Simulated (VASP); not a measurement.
Set up this calculation in VASP 6.6.1, as the native input.

```yaml
Task: single point
Functional: r2SCAN
Potentials_or_basis: VASP PAW PBE potentials, release 64 (Se)
Cutoff: 520 eV
k_mesh: 18 × 18 × 18
Occupations: fermi-dirac, width 0.1 eV
Spin: no spin polarisation
Dipole_correction: no
Further_INCAR_settings: ALGO = Normal; EDIFF = 1e-06; NBANDS = 9
```

The system is Se.

```
Se
1.0
     2.81430    0.00000    0.00000
     0.00000    2.81430    0.00000
     0.00000    0.00000    2.81430
Se
1
Direct
  0.00000 0.00000 0.00000
```

This isn't the form of Se at room conditions, which is trigonal, of chains.

One way to write it, as run:

POSCAR

```
Se
1.0
    2.8143017337      0.0000000000      0.0000000000
    0.0000000000      2.8143017337      0.0000000000
    0.0000000000      0.0000000000      2.8143017337
Se
1
Direct
    0.0000000000      0.0000000000      0.0000000000
```

INCAR.step1

```
PREC = Accurate
ENCUT = 520
ISMEAR = -1
SIGMA = 0.1
LREAL = F
LASPH = T
NELM = 60
NBANDS = 9
GGA = PE
ALGO = Normal
EDIFF = 1E-4
LWAVE = T
LCHARG = F
```

INCAR.step2

```
PREC = Accurate
ENCUT = 520
EDIFF = 1E-6
ISMEAR = -1
SIGMA = 0.1
LREAL = F
LASPH = T
NELM = 60
ALGO = Normal
ISIF = 2
LWAVE = F
LCHARG = F
METAGGA = R2SCAN
LMIXTAU = T
NBANDS = 9
ISTART = 1
```

KPOINTS

```
Automatic mesh
0
Gamma
  18 18 18
```

Potentials or basis: VASP PAW PBE potentials, release 64 (Se).

Launch:

```sh
$ cat potpaw_PBE.64/Se/POTCAR > POTCAR
$ cp INCAR.step1 INCAR
$ mpirun -np 1 vasp_std > vasp.out
$ cp INCAR.step2 INCAR
$ mpirun -np 1 vasp_std > vasp.out
```

Results of the run:

The pressure is 0.1 GPa. The band gap on the k mesh is zero (bands 3 and 4 overlap by 6.62 eV).

Caveat: the PAW data sets were made with another functional, which shifts forces and pressure a little.

It took 88 s on 1 thread of Intel Xeon 8259CL, with other jobs on the host, peak memory 0.17 GiB.
